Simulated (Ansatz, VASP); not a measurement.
AlN: VASP beside Ansatz

File INCAR:

```
SYSTEM = AlN
PREC     = Accurate       ! precision mode
ENCUT    = 600            ! plane-wave cutoff, eV
EDIFF    = 1E-7           ! SCF threshold, eV
ISMEAR   = 0              ! smearing method
SIGMA    = 0.1            ! smearing width, eV
LREAL    = .False.        ! projectors in reciprocal space
LASPH    = .True.         ! aspherical terms in the spheres
NELM     = 100            ! most SCF steps
ALGO     = Normal         ! electronic algorithm
ISIF     = 3              ! what is computed and relaxed
LWAVE    = .False.        ! write WAVECAR
LCHARG   = .False.        ! write CHGCAR
GGA      = PE             ! functional
IBRION   = 2              ! ionic algorithm
NSW      = 100            ! ionic steps
EDIFFG   = -0.01          ! ionic threshold
```

Contents of KPOINTS:

```
regular mesh
0
Gamma
  12 16 12
  0 0 0
```

File POSCAR:

```
AlN
1.0
    3.8870976250      0.0000000000      0.0000000000
    0.0000000000      2.9765059456      0.0000000000
   -0.8167381371      0.0000000000      4.0908028719
Al N
2 2
Direct
    0.0611914143      0.0000000000      0.1573712701
    0.7242486719      0.5000000000      0.5855184915
    0.0694305460      0.0000000000      0.6931087546
    0.4012093878      0.0000000000      0.5640014838
```

Input for Ansatz:

```yaml
crystal:
  lattice:
    - [3.887097625, 0.0, 0.0]
    - [0.0, 2.9765059456, 0.0]
    - [-0.8167381371, 0.0, 4.0908028719]
  atoms:
    - { symbol: Al, position: [0.0611914143, 0.0, 0.1573712701] }
    - { symbol: Al, position: [0.7242486719, 0.5, 0.5855184915] }
    - { symbol: "N", position: [0.069430546, 0.0, 0.6931087546] }
    - { symbol: "N", position: [0.4012093878, 0.0, 0.5640014838] }
basis:
  ecutwfc: 420
kpoints:
  mp_grid: { grid: [12, 16, 12] }
hamiltonian:
  xc: pbe
scf:
  occupations: { method: gaussian, width: 0.1 }
output:
  forces: true
  stress: true
  eigenvalues: true
  write_density: true
  write_potential: true
  elf: true
  volumetric_format: npy
relax:
  adjacent_minimum: "off"
  f_tol: 0.01
  max_steps: 80
  cell: { stress_tol: 0.05 }
```

Alike in both runs: task relaxation of cell and atoms; functional PBE; k mesh 12 × 16 × 12; occupations gaussian, width 0.1 eV; no spin polarisation.

```csv
,VASP,Ansatz
version,VASP 6.6.1,Ansatz 0.2.0
potentials or method,"VASP PAW PBE potentials, release 64 (Al, N), cutoff 600 eV","scalar-relativistic, plane waves, PAW"
valence electrons in the cell,16,16
```

|  | VASP | Ansatz | Ansatz less VASP |
| --- | --- | --- | --- |
| gap on the k mesh at the Fermi level, each at its own relaxed structure (eV) | none | none | - |
| relaxed volume (Å³/atom) | 11.81 | 11.83 | +0.019 |
| relaxed cell length with the largest relative difference (Å) | 2.974 | 2.977 | +0.0031 |

A gap of «none» marks a metal or a gap that the smearing closes.
